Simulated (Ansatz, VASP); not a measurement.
# Two plane-wave programs on CdS

```xyz
4
Lattice="4.1663 0.0000 0.0000 -2.0831 3.6081 0.0000 0.0000 0.0000 6.6545" Properties=species:S:1:pos:R:3 pbc="T T T"
Cd    0.0000    2.4054   -0.0127
Cd    2.0831    1.2027    3.3145
S     0.0000    2.4054    2.5215
S     2.0831    1.2027    5.8488
```

Change from the starting cell: strained cell.

Alike in both runs: functional PBEsol; k mesh 6 × 6 × 4; occupations gaussian, width 0.02 eV; no spin polarisation.

Ansatz relaxed the structure, and its values are those at the end. VASP's run is a single point on that final structure, the one shown.

|  | VASP | Ansatz |
| --- | --- | --- |
| version | VASP 6.6.1 | Ansatz 0.2.0 |
| potentials or method | VASP PAW PBE potentials, release 64 (Cd, S), cutoff 520 eV | scalar-relativistic, plane waves, PAW |
| valence electrons in the cell | 36 | 52 |

|  | VASP | Ansatz | Ansatz less VASP |
| --- | --- | --- | --- |
| gap on the k mesh at the Fermi level (eV) | 1.09 | 1.09 | -0.003 |
| least direct gap on the mesh (eV) | 1.09 | 1.09 | -0.003 |
| pressure (GPa) | -0.4 | -0.7 | -0.37 |

VASP's potentials were made for PBE, not for PBEsol, and Ansatz warns of the same on its side. VASP's potentials hold 36 valence electrons a cell and Ansatz's 52, so a difference there can come from the potentials and not from the codes. Ansatz's warnings: stress scf threshold loose.
